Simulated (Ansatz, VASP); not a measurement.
# CdTe: VASP beside Ansatz

INCAR

```
  PREC = Accurate
  ENCUT = 520
  EDIFF = 1E-7
  ISMEAR = 0
  SIGMA = 0.1
  LREAL = F
  LASPH = T
  NELM = 80
  ALGO = Normal
  ISIF = 2
  LWAVE = F
  LCHARG = T
  LELF = T
  LVHAR = T
  NBANDS = 16
```

The input KPOINTS:

```
regular mesh
0
Gamma
  6 6 6
```

The input POSCAR:

```
CdTe
1.0
    0.0000000000      3.2821135600      3.2821135600
    3.2821135600      0.0000000000      3.2821135600
    3.2821135600      3.2821135600      0.0000000000
Cd Te
1 1
Direct
    0.0000000000      0.0000000000      0.0000000000
    0.7500000000      0.7500000000      0.7500000000
```

Input for Ansatz:

```yaml
crystal:
  lattice:
    - [0.0, 3.28211356, 3.28211356]
    - [3.28211356, 0.0, 3.28211356]
    - [3.28211356, 3.28211356, 0.0]
  atoms:
    - { symbol: Cd, position: [0.0, 0.0, 0.0] }
    - { symbol: Te, position: [0.75, 0.75, 0.75] }
basis:
  ecutwfc: 420
kpoints:
  mp_grid: { grid: [6, 6, 6] }
hamiltonian:
  xc: lda
scf:
  occupations: { method: gaussian, width: 0.1 }
output:
  forces: true
  stress: true
  eigenvalues: true
```

Alike in both runs: task single point; functional LDA; k mesh 6 × 6 × 6; occupations gaussian, width 0.1 eV; no spin polarisation.

|  | VASP | Ansatz |
| --- | --- | --- |
| version | VASP 6.6.1 | Ansatz 0.2.0 |
| potentials or method | VASP PAW LDA potentials, release 64 (Cd, Te), cutoff 520 eV | scalar-relativistic, plane waves, PAW |
| valence electrons in the cell | 18 | 36 |

|  | VASP | Ansatz | Ansatz less VASP |
| --- | --- | --- | --- |
| gap on the k mesh at the Fermi level (eV) | 0.43 | 0.40 | -0.038 |
| least direct gap on the mesh (eV) | 0.43 | 0.40 | -0.038 |
| pressure (GPa) | -2.6 | -2.8 | -0.19 |

LDA's correlation is that of Perdew and Zunger in VASP and of Perdew and Wang (1992) in Ansatz. VASP's potentials hold 18 valence electrons a cell and Ansatz's 36, so a difference there can come from the potentials and not from the codes.

Neither program's run includes spin-orbit coupling.
